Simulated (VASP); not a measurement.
# Te (P1) in VASP: relaxation of cell and atoms with PBE

Aim: the relaxation of cell and atoms of Te with PBE.

Program: VASP 6.6.1. These are calculated values, not measurements. Logs are shortened: lines on timing, memory, paths and dates and some standing lists are left out, and cuts for length are marked.

**1. The cell of the first run**

The typed cell holds 4 atoms: a = 5.596 Å, b = 5.117 Å, c = 5.039 Å, α = 108.68°, β = 88.79°, γ = 80.70°.

The cell was built from a structure type or drawn by symmetry, and may not be a known phase.

**2. Relaxation of cell and atoms, PBE**

INCAR reads:

```
SYSTEM = Te
ALGO     = Normal         ! electronic algorithm
EDIFF    = 1E-6           ! SCF threshold, eV
EDIFFG   = -0.04          ! ionic threshold
ENCUT    = 600            ! plane-wave cutoff, eV
GGA      = PE             ! functional
IBRION   = 2              ! ionic algorithm
ISIF     = 3              ! what is computed and relaxed
ISMEAR   = 0              ! smearing method
LASPH    = .True.         ! aspherical terms in the spheres
LCHARG   = .False.        ! write CHGCAR
LREAL    = .False.        ! projectors in reciprocal space
LWAVE    = .False.        ! write WAVECAR
NELM     = 60             ! most SCF steps
NSW      = 90             ! ionic steps
PREC     = Accurate       ! precision mode
SIGMA    = 0.1            ! smearing width, eV
```

KPOINTS reads:

```
k-points
0
Gamma
  4 4 4
  0 0 0
```

POSCAR reads:

```
Te
1.0
    5.5959903367      0.0000000000      0.0000000000
    0.8265493569      5.0497134181      0.0000000000
    0.1064916055     -1.6527846136      4.7592296940
Te
4
Direct
    0.1400820477      0.5431696848      0.9605730567
    0.8809522025      0.4913490869      0.6573178086
    0.0781210630      0.1882220653      0.2507018226
    0.4837054707      0.6984043224      0.2426347345
```

Potentials or basis: VASP PAW PBE potentials, release 64 (Te).

Launch:

```console
cat potpaw_PBE.64/Te/POTCAR > POTCAR
mpirun -np 1 vasp_std > vasp.out
```

OUTCAR:

```text
SYSTEM = Te
   EDIFF = 1E-6
   EDIFFG = -0.04
   ENCUT = 600
   GGA = PE
   IBRION = 2
   ISIF = 3
   ISMEAR = 0
   LASPH = .True.
   LREAL = .False.
   NELM = 60
   NSW = 90
   PREC = Accurate

 ion  position               nearest neighbor table
   1  0.140  0.543  0.961-   2 2.11   4 2.50   3 2.73   3 3.11   3 3.51
   2  0.881  0.491  0.657-   1 2.11   3 2.27   4 3.36   4 3.42
   3  0.078  0.188  0.251-   2 2.27   1 2.73   4 3.09   1 3.11   1 3.51
   4  0.484  0.698  0.243-   1 2.50   3 3.09   2 3.36   2 3.42

  LATTYP: Found a triclinic cell.
 ALAT       =     5.5959903367
 B/A-ratio  =     3.2118018806
 C/A-ratio  =     1.2412491931
 COS(alpha) =     0.0112994004
 COS(beta)  =     0.6866438646
 COS(gamma) =     0.7087540935

  Lattice vectors:

 A1 = (  -5.5959903367,   0.0000000000,   0.0000000000)
 A2 = ( -12.7385877817, -11.7522114498,   4.7592296940)
 A3 = (  -4.7694409798,   5.0497134181,   0.0000000000)

Analysis of symmetry for initial positions (statically):
=====================================================================
 Subroutine PRICEL returns:
 Original cell was already a primitive cell.

 Routine SETGRP: Setting up the symmetry group for a
 triclinic supercell.

 Subroutine GETGRP returns: Found  1 space group operations
 (whereof  1 operations were pure point group operations)
 out of a pool of  2 trial point group operations.

The static configuration has the point symmetry C_1 .

Analysis of symmetry for dynamics (positions and initial velocities):
=====================================================================
 Subroutine PRICEL returns:
 Original cell was already a primitive cell.

 Routine SETGRP: Setting up the symmetry group for a
 triclinic supercell.

 Subroutine GETGRP returns: Found  1 space group operations
 (whereof  1 operations were pure point group operations)
 out of a pool of  2 trial point group operations.

The dynamic configuration has the point symmetry C_1 .

 Subroutine INISYM returns: Found  1 space group operations
 (whereof  1 operations are pure point group operations),
 and found     1 'primitive' translations

----------------------------------------------------------------------------------------

                                     Primitive cell

  volume of cell :     134.4870

  direct lattice vectors                    reciprocal lattice vectors
     5.595990337  0.000000000  0.000000000     0.178699379 -0.029249948 -0.014156461
     0.826549357  5.049713418  0.000000000     0.000000000  0.198031040  0.068772192
     0.106491606 -1.652784614  4.759229694     0.000000000  0.000000000  0.210118037

  length of vectors
     5.595990337  5.116912101  5.039176988     0.181629934  0.209632791  0.210118037

  position of ions in fractional coordinates (direct lattice)
     0.140082048  0.543169685  0.960573057
     0.880952202  0.491349087  0.657317809
     0.078121063  0.188222065  0.250701823
     0.483705471  0.698404322  0.242634735

  ion indices of the primitive-cell ions
   primitive index   ion index
                 1           1
                 2           2
                 3           3
                 4           4

----------------------------------------------------------------------------------------

 KPOINTS: k-points

Automatic generation of k-mesh.
 Grid dimensions read from file:
 generate k-points for:    4    4    4

 Generating k-lattice:

  Cartesian coordinates                     Fractional coordinates (reciprocal lattice)
     0.044674845 -0.007312487 -0.003539115     0.250000000  0.000000000 -0.000000000
     0.000000000  0.049507760  0.017193048     0.000000000  0.250000000  0.000000000
     0.000000000  0.000000000  0.052529509     0.000000000  0.000000000  0.250000000

  Length of vectors
     0.045407484  0.052408198  0.052529509

  Shift w.r.t. Gamma in fractional coordinates (k-lattice)
     0.000000000  0.000000000  0.000000000

 Subroutine IBZKPT returns following result:
 ===========================================

 Found     36 irreducible k-points:

 Following reciprocal coordinates:
            Coordinates               Weight
  0.000000  0.000000  0.000000      1.000000
  0.250000  0.000000 -0.000000      2.000000
  0.500000  0.000000 -0.000000      1.000000
  0.000000  0.250000  0.000000      2.000000
  0.250000  0.250000  0.000000      2.000000
  0.500000  0.250000  0.000000      2.000000
[... 16 lines left out ...]
  0.000000 -0.250000  0.250000      2.000000
  0.250000 -0.250000  0.250000      2.000000
 [... further k-points ...]
   k-points           NKPTS =     36   k-points in BZ     NKDIM =     36   number of bands    NBANDS=     16
   number of dos      NEDOS =    301   number of ions     NIONS =      4
   total plane-waves  NPLWV =  80640
   dimension x,y,z NGX =    48 NGY =   42 NGZ =   40
   dimension x,y,z NGXF=    96 NGYF=   84 NGZF=   80
   ions per type =               4
   NGX,Y,Z   is equivalent  to a cutoff of  14.26, 13.65, 13.20 a.u.
   NGXF,Y,Z  is equivalent  to a cutoff of  28.52, 27.29, 26.39 a.u.
 SYSTEM =  Te
   PREC   = accura    normal or accurate (medium, high low for compatibility)
   ISTART =      0    job   : 0-new  1-cont  2-samecut
   ICHARG =      2    charge: 1-file 2-atom 10-const
   ISPIN  =      1    spin polarized calculation?
   LNONCOLLINEAR =      F non collinear calculations
   LSORBIT =      F    spin-orbit coupling
   LASPH  =      T    aspherical Exc in radial PAW
   ENCUT  =  600.0 eV  44.10 Ry    6.64 a.u.  11.18 10.22 10.06*2*pi/ulx,y,z
   NELM   =     60;   NELMIN=  2; NELMDL= -5     # of ELM steps
   EDIFF  = 0.1E-05   stopping-criterion for ELM
   LREAL  =      F    real-space projection
   EDIFFG = -.4E-01   stopping-criterion for IOM
   NSW    =     90    number of steps for IOM
   IBRION =      2    ionic relax: 0-MD 1-quasi-New 2-CG
   NFREE  =      1    steps in history (QN), initial steepest desc. (CG)
   ISIF   =      3    stress and relaxation
   ISYM   =      2    0-nonsym 1-usesym 2-fastsym
   POTIM  = 0.5000    time-step for ionic-motion
   TEBEG  =    0.0;   TEEND  =   0.0 temperature during run
   PSTRESS=    0.0 pullay stress
   NELECT =      24.0000    total number of electrons
   NUPDOWN=      -1.0000    fix difference up-down
   EMIN   =  10.00;   EMAX   =-10.00  energy-range for DOS
   EFERMI =   0.00;   METHOD = LEGACY
   ISMEAR =     0;   SIGMA  =   0.10  broadening in eV -4-tet -1-fermi 0-gaus
   EFERMI_NEDOS =   21; number of points for ismear=-14 and -15
   IALGO  =     38    algorithm
   IMIX   =      4    mixing-type and parameters
     AMIX     =   0.40;   BMIX     =  1.00
     AMIX_MAG =   1.60;   BMIX_MAG =  1.00
  volume/ion in A,a.u.               =      33.62       226.89
  Fermi-wavevector in a.u.,A,eV,Ry     =   0.921691  1.741743 11.558332  0.849513
  Thomas-Fermi vector in A             =   2.047135
   LORBIT       =      0    0 simple, 1 ext, 2 COOP (PROOUT), +10 PAW based schemes
   GGA     = PE    functional components
   LHFCALC =     F    Hartree Fock is set to
   AEXX    =    0.0000 exact exchange contribution
   IVDW    =     0    specifies the selected vdW correction
   LEPSILON=     F    determine dielectric tensor
   LRPA    =     F    only Hartree local field effects (RPA)
 conjugate gradient relaxation of ions
 non-spin polarized calculation
 Gauss-broadening in eV      SIGMA  =   0.10
  energy-cutoff  :      600.00
  volume of cell :      134.49
 maximum number of plane-waves:      4502
 NGX is ok and might be reduce to    48
   NGX = 23   NGY = 21   NGZ = 21

--------------------------------------- Ionic step        1  -------------------------------------------

 number of electron      23.9999999 magnetization

 Free energy of the ion-electron system (eV)
  ---------------------------------------------------
  ext. energy  EPLUGINS =         0.00000000
  ---------------------------------------------------
  free energy    TOTEN  =        -2.89806155 eV

  energy without entropy =       -2.88756467  energy(sigma->0) =       -2.89281311

 E-fermi :   6.4243     XC(G=0):  -8.7006

 val. band max:        6.4153619100   @ k =   0.5000   0.5000   0.2500
 cond. band min:       6.4303471808   @ k =   0.2500   0.2500   0.5000
 fundamental gap:      0.0149852708
 Fermi energy:         6.4243171535

 k-point     1 :       0.0000    0.0000    0.0000
  band No.  band energies     occupation
      1     -10.7359      2.00000
      2      -6.1758      2.00000
      3      -5.5884      2.00000
      4      -3.4532      2.00000
      5       0.1836      2.00000
      6       0.3293      2.00000
[... 8 lines left out ...]
     15       9.2026      0.00000
     16       9.5645      0.00000
[... 420 lines left out ...]
  band No.  band energies     occupation
      1     -10.4328      2.00000
      2      -6.9952      2.00000
      3      -5.8443      2.00000
      4      -2.3833      2.00000
      5      -0.5090      2.00000
      6       0.1293      2.00000
[... 8 lines left out ...]
     15       9.5015      0.00000
     16      10.5958      0.00000

 [... further k-points ...]
[... 5 lines left out ...]
  --------------------------------------------------------------------------------------
  -------------------------------------------------------------------------------------
  Total       35.8496420     13.5332924     46.4206104     -5.6985882      4.4602360     18.3889458
  in kB      427.0857215    161.2254863    553.0203033    -67.8887023     53.1359032    219.0720950
  external PRESSURE =     380.4438371 kB  Pullay stress =       0.0000000 kB
[... 95 lines left out ...]
  FREE ENERGIE OF THE ION-ELECTRON SYSTEM (eV)
  ---------------------------------------------------
  free  energy   TOTEN  =        -8.6208951745 eV

  energy  without entropy=       -8.5806002278  energy(sigma->0) =       -8.60074770

 E-fermi :  -0.7581     XC(G=0):  -5.6888

 val. band max:       -0.7602533785   @ k =   0.0000   0.2500   0.2500
 cond. band min:      -0.7576528962   @ k =   0.5000   0.5000   0.5000
 fundamental gap:      0.0026004823
 Fermi energy:        -0.7580684992

 k-point     1 :       0.0000    0.0000    0.0000
  band No.  band energies     occupation
      1     -12.3695      2.00000
      2     -10.7150      2.00000
      3     -10.2833      2.00000
      4      -9.7069      2.00000
      5      -4.7079      2.00000
      6      -3.4271      2.00000
[... 8 lines left out ...]
     15       0.4985      0.00000
     16       1.9145      0.00000
[... 420 lines left out ...]
  band No.  band energies     occupation
      1     -12.1653      2.00000
      2     -10.8091      2.00000
      3     -10.3254      2.00000
      4     -10.0494      2.00000
      5      -4.1219      2.00000
      6      -3.2627      2.00000
[... 8 lines left out ...]
     15       0.3727      0.00000
     16       1.7210      0.00000

 [... further k-points ...]

[... ionic steps 4 to 58 ...]

--------------------------------------- Ionic step       59  -------------------------------------------

 number of electron      24.0000000 magnetization

------------------------ aborting loop because EDIFF is reached ----------------------------------------

  FORCE on cell =-STRESS in cart. coord.  units (eV):
  Direction    XX          YY          ZZ          XY          YZ          ZX
  --------------------------------------------------------------------------------------
  -------------------------------------------------------------------------------------
  Total       -0.0767369     -0.0586810     -0.0637866     -0.0570299      0.0044128      0.0039375
  in kB       -0.6601392     -0.5048113     -0.5487329     -0.4906069      0.0379615      0.0338732
  external PRESSURE =      -0.5712278 kB  Pullay stress =       0.0000000 kB
[... 61 lines left out ...]
  energy  without entropy=      -12.1352866750  energy(sigma->0) =      -12.13555895

--------------------------------------- Ionic step       61  -------------------------------------------

 number of electron      24.0000000 magnetization

 Free energy of the ion-electron system (eV)
  ---------------------------------------------------
  ext. energy  EPLUGINS =         0.00000000
  ---------------------------------------------------
  free energy    TOTEN  =       -12.13645049 eV

  energy without entropy =      -12.13603168  energy(sigma->0) =      -12.13624108

 E-fermi :   3.0245     XC(G=0):  -7.4845

 val. band max:        2.9046552265   @ k =   0.0000   0.5000   0.0000
 cond. band min:       3.1444394421   @ k =   0.0000   0.5000   0.0000
 fundamental gap:      0.2397842156
 Fermi energy:         3.0245473339

 k-point     1 :       0.0000    0.0000    0.0000
  band No.  band energies     occupation
      1     -10.1553      2.00000
      2      -8.1737      2.00000
      3      -8.0063      2.00000
      4      -6.0117      2.00000
      5      -1.6939      2.00000
      6      -0.5632      2.00000
[... 8 lines left out ...]
     15       4.1504      0.00000
     16       5.5323      0.00000
[... 420 lines left out ...]
  band No.  band energies     occupation
      1      -9.7659      2.00000
      2      -8.9654      2.00000
      3      -7.5289      2.00000
      4      -6.1611      2.00000
      5      -1.7591      2.00000
      6      -0.7947      2.00000
[... 8 lines left out ...]
     15       4.6805      0.00000
     16       5.3890      0.00000

 [... further k-points ...]
[... 5 lines left out ...]
  --------------------------------------------------------------------------------------
  -------------------------------------------------------------------------------------
  Total        0.0840486      0.0935840      0.1168993     -0.0009719     -0.0557378     -0.0390443
  in kB        0.7257881      0.8081294      1.0094656     -0.0083928     -0.4813146     -0.3371611
  external PRESSURE =       0.8477944 kB  Pullay stress =       0.0000000 kB
[... 19 lines left out ...]
  FREE ENERGIE OF THE ION-ELECTRON SYSTEM (eV)
  ---------------------------------------------------
  free  energy   TOTEN  =       -12.1364504869 eV

  energy  without entropy=      -12.1360316788  energy(sigma->0) =      -12.13624108

 reached required accuracy - stopping structural energy minimisation
```

Run time: 50 min. Hardware: 1 thread of Intel Xeon Platinum 8259CL at 2.50GHz (Skylake/Cascade Lake), shared host; peak memory 0.33 GiB.

What came out:

* Free energy: -12.1365 eV
* Relaxed volume: 46.38 Å³/atom
* Relaxed cell: a = 6.377 Å, b = 6.046 Å, c = 5.023 Å, α = 101.31°, β = 89.56°, γ = 78.02°
* Space group after relaxing (to 0.1 Å): P1 (No. 1)
* Energy gained by relaxing: 2309.6 meV/atom
* Ionic steps: 61
* Pressure after relaxing: 0.1 GPa
* Largest force after relaxing: 0.036 eV/Å
* Band gap on the k mesh: 0.24 eV

Forces in eV/Å, atoms in the order of the input:
```
Te   0.006  0.024  0.001
Te  -0.021 -0.012 -0.010
Te   0.005 -0.012 -0.025
Te   0.010  0.000  0.035
```

Step by step:
| step | energy change (eV) | largest force (eV/Å) | pressure (GPa) | volume (Å³) |
| --- | --- | --- | --- | --- |
| 1 | 0.0000 | 19.6808 | 38.04 | 134.49 |
| 3 | -5.7228 | 1.4435 | -3.17 | 321.40 |
| 5 | -7.8444 | 1.2728 | -1.48 | 210.12 |
| 7 | -8.0826 | 1.3385 | 0.44 | 190.57 |
| 9 | -8.1062 | 1.6575 | 1.34 | 184.42 |
| 11 | -8.3668 | 0.5250 | -1.33 | 196.06 |
| 13 | -8.6011 | 0.9175 | 0.36 | 185.21 |
| 15 | -8.7212 | 0.6807 | 0.62 | 184.39 |
| 17 | -8.8224 | 0.5430 | -0.22 | 191.67 |
| 19 | -8.9252 | 0.9656 | 0.36 | 191.45 |
| 21 | -9.0048 | 0.5598 | -0.25 | 194.82 |
| 23 | -9.0605 | 0.3430 | 0.30 | 193.03 |
| 25 | -9.1163 | 0.4107 | -0.09 | 197.44 |
| 27 | -9.1620 | 0.2375 | -0.16 | 198.03 |
| 29 | -9.1944 | 0.3514 | 0.66 | 193.33 |
| 31 | -9.2176 | 0.1873 | -0.12 | 196.45 |
| 33 | -9.2202 | 0.1259 | -0.10 | 196.19 |
| 35 | -9.2250 | 0.0953 | -0.04 | 194.98 |
| 37 | -9.2286 | 0.0748 | 0.06 | 193.21 |
| 39 | -9.2295 | 0.0654 | -0.06 | 193.19 |
| 41 | -9.2306 | 0.0587 | -0.03 | 192.12 |
| 43 | -9.2308 | 0.0764 | -0.02 | 191.62 |
| 45 | -9.2321 | 0.0618 | 0.06 | 189.60 |
| 47 | -9.2330 | 0.0584 | -0.08 | 188.98 |
| 49 | -9.2338 | 0.0556 | 0.03 | 187.78 |
| 51 | -9.2352 | 0.0474 | 0.00 | 187.33 |
| 53 | -9.2357 | 0.0876 | -0.04 | 186.90 |
| 55 | -9.2365 | 0.0600 | 0.02 | 186.28 |
| 57 | -9.2367 | 0.0557 | 0.05 | 185.89 |
| 59 | -9.2373 | 0.0613 | -0.06 | 186.24 |
| 61 | -9.2384 | 0.0361 | 0.08 | 185.54 |

Final structure:
```yaml
crystal:
  lattice:
    - [6.37385, 0.18419, 0.02069]
    - [1.08260, 5.92952, 0.47634]
    - [0.06366, -1.40365, 4.82276]
  atoms:
    - { symbol: Te, position: [0.24075, 0.55369, 0.98836] }
    - { symbol: Te, position: [0.76142, 0.40421, 0.57083] }
    - { symbol: Te, position: [0.09078, 0.20903, 0.16693] }
    - { symbol: Te, position: [0.48990, 0.75421, 0.38511] }
```

Levels at points of the mesh, in eV from the valence-band top:
```tsv
k point	band 9	band 10	band 11	band 12	band 13	band 14	band 15	band 16
(0.00, 0.00, 0.00)	-1.72	-1.69	-1.39	-0.64	0.80	1.06	1.25	2.63
(0.50, 0.00, 0.00)	-2.13	-1.87	-1.07	-1.06	1.37	1.58	1.73	1.93
(0.00, 0.50, 0.00)	-1.69	-1.57	-1.07	0.00	0.24	0.70	1.40	2.86
(0.50, 0.50, 0.00)	-1.70	-1.62	-1.11	-0.99	1.13	1.48	2.02	2.11
(0.00, 0.00, 0.50)	-2.38	-1.70	-0.91	-0.53	1.11	1.32	1.78	2.85
(0.50, 0.00, 0.50)	-2.00	-1.65	-0.79	-0.36	1.15	1.34	2.09	2.63
(0.00, 0.50, 0.50)	-2.44	-1.60	-1.11	-0.96	1.23	1.70	1.94	3.19
(0.50, 0.50, 0.50)	-1.53	-0.88	-0.67	-0.46	1.11	1.35	1.98	2.08
```

Caveat: the volume moved by over 15 % at a fixed basis, so the end points are rough; spin-orbit coupling is left out, which moves the levels of the heavy elements. A k mesh can miss the band edges.
